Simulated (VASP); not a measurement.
Write the native input for VASP 6.6.1 that does the following.

```
Task                               : single point
Functional                         : HSE06
Potentials or basis                : VASP PAW PBE potentials, release 64 (Zr_sv, O)
Cutoff                             : 520 eV
k mesh                             : 6 × 6 × 6
Occupations                        : gaussian, width 0.02 eV
Spin                               : no spin polarisation
Dipole correction                  : no
Grid for exact exchange (PRECFOCK) : Normal
Further INCAR settings             : ALGO = Normal; EDIFF = 1e-06; NBANDS = 19
Share of exact exchange            : 0.25
Screening parameter                : 0.2079 1/Å
```

ZrO2:

```
CELL_PARAMETERS angstrom
0.00000 2.55800 2.55800
2.55800 0.00000 2.55800
2.55800 2.55800 0.00000
ATOMIC_POSITIONS crystal
Zr 0.50000 0.50000 0.50000
O 0.25000 0.25000 0.25000
O 0.75000 0.75000 0.75000
```

One way to write it, as run:

POSCAR

```
ZrO2
1.0
    0.0000000000      2.5580015150      2.5580015150
    2.5580015150      0.0000000000      2.5580015150
    2.5580015150      2.5580015150      0.0000000000
Zr O
1 2
Direct
    0.5000000000      0.5000000000      0.5000000000
    0.2500000000      0.2500000000      0.2500000000
    0.7500000000      0.7500000000      0.7500000000
```

INCAR.step1

```
PREC = Accurate
ENCUT = 520
EDIFF = 1E-5
ISMEAR = 0
SIGMA = 0.02
LREAL = False
LASPH = True
NELM = 120
ALGO = Normal
ISIF = 2
LWAVE = True
LCHARG = False
GGA = PE
NBANDS = 19
GGA_COMPAT = False
```

INCAR.step2

```
PREC = Accurate
ENCUT = 520
EDIFF = 1E-6
ISMEAR = 0
SIGMA = 0.02
LREAL = False
LASPH = True
NELM = 120
ALGO = Normal
ISIF = 2
LWAVE = False
LCHARG = False
GGA = PE
LHFCALC = True
HFSCREEN = 0.2079
PRECFOCK = Normal
ISTART = 1
NBANDS = 19
GGA_COMPAT = False
```

KPOINTS

```
regular mesh
0
Gamma
  6 6 6
```

Potentials or basis: VASP PAW PBE potentials, release 64 (Zr_sv, O).

Command:

```console
$ cat potpaw_PBE.64/Zr_sv/POTCAR potpaw_PBE.64/O/POTCAR > POTCAR
$ cp INCAR.step1 INCAR
$ mpirun -np 1 vasp_std > vasp.out
$ cp INCAR.step2 INCAR
$ mpirun -np 1 vasp_std > vasp.out
```

It gave:

- Pressure: -6.3 GPa
- Band gap on the k mesh: 4.92 eV (least direct gap 5.30 eV)

Caveat: the cell stands under tension; the PAW data sets were made with another functional, which shifts forces and pressure a little.

Wall time 72 min on 1 thread of Intel(R) Xeon(R) Platinum 8375C CPU @ 2.90GHz (Ice Lake), with other jobs on the host, peak memory 0.29 GiB.
